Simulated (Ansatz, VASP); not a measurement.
## Two plane-wave programs on Na

```
CELL_PARAMETERS angstrom
3.57965 0.00000 0.00000
0.00000 3.57965 0.00000
0.00000 0.00000 3.57965
ATOMIC_POSITIONS crystal
Na 0.00000 0.00000 0.00000
```

Alike in both runs: task single point; functional RPBE; k mesh 10 × 10 × 10; occupations fermi-dirac, width 0.1 eV; no spin polarisation.

```csv
,VASP,Ansatz
version,VASP 6.6.1,Ansatz 0.2.0
potentials or method,"VASP PAW PBE potentials, release 64 (Na_pv), cutoff 520 eV","plane waves (420 eV) with PAW, scalar-relativistic"
valence electrons in the cell,7,9
```

VASP gave:

* pressure (GPa): -0.3

Problem. What did Ansatz give for the same quantities?

Solution. Pressure (GPa): -0.4.

VASP's potentials were made for PBE, not for RPBE. VASP's potentials hold 7 valence electrons a cell and Ansatz's 9, so a difference there can come from the potentials and not from the codes.
